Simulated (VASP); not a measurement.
Wanted: the native input for a VASP 6.6.1 run.

* Task: single point
* Functional: r2SCAN
* Potentials or basis: VASP PAW PBE potentials, release 64 (Na_pv, Cl)
* Cutoff: 520 eV
* k mesh: 8 × 8 × 8
* Occupations: gaussian, width 0.01 eV
* Spin: no spin polarisation
* Dipole correction: no
* Further INCAR settings: ALGO = Normal; EDIFF = 1e-06; NBANDS = 14

NaCl:

```
Na Cl
1.0
    -0.03737    2.76533    2.76533
     2.76533   -0.03737    2.76533
     2.76533    2.76533   -0.03737
Na Cl
1 1
Cartesian
  0.0000 0.0000 0.0000
  2.7466 2.7466 2.7466
```

This cell differs from its parent crystal: strain along [111] -2.0%.

The input as run:

POSCAR

```
NaCl
1.0
   -0.0373693175      2.7653294919      2.7653294919
    2.7653294919     -0.0373693175      2.7653294919
    2.7653294919      2.7653294919     -0.0373693175
Na Cl
1 1
Direct
    0.0000000000      0.0000000000      0.0000000000
    0.5000000000      0.5000000000      0.5000000000
```

INCAR.step1

```
PREC = Accurate
ENCUT = 520
ISMEAR = 0
SIGMA = 0.01
LREAL = False
LASPH = True
NELM = 100
NBANDS = 14
GGA = PE
ALGO = Normal
EDIFF = 1E-4
LWAVE = True
LCHARG = False
```

INCAR.step2

```
PREC = Accurate
ENCUT = 520
EDIFF = 1E-6
ISMEAR = 0
SIGMA = 0.01
LREAL = False
LASPH = True
NELM = 100
ALGO = Normal
ISIF = 2
LWAVE = False
LCHARG = False
METAGGA = R2SCAN
LMIXTAU = True
NBANDS = 14
ISTART = 1
```

KPOINTS

```
regular mesh
0
Gamma
  8 8 8
```

Potentials or basis: VASP PAW PBE potentials, release 64 (Na_pv, Cl).

The run is started by

```bash
$ cat potpaw_PBE.64/Na_pv/POTCAR potpaw_PBE.64/Cl/POTCAR > POTCAR
$ cp INCAR.step1 INCAR
$ mpirun -np 1 vasp_std > vasp.out
$ cp INCAR.step2 INCAR
$ mpirun -np 1 vasp_std > vasp.out
```

Results of the run:

```json
{
  "Pressure": "0.4 GPa",
  "Band gap on the k mesh": "6.03 eV, direct"
}
```

Caveat: the cell differs from its parent crystal (strain along [111] -2.0%); the PAW data sets were made with another functional, which shifts forces and pressure a little.

Run time: 2.1 min on 1 thread of AMD EPYC 7R13 Processor (Zen 3), with other jobs on the host, peak memory 0.15 GiB.
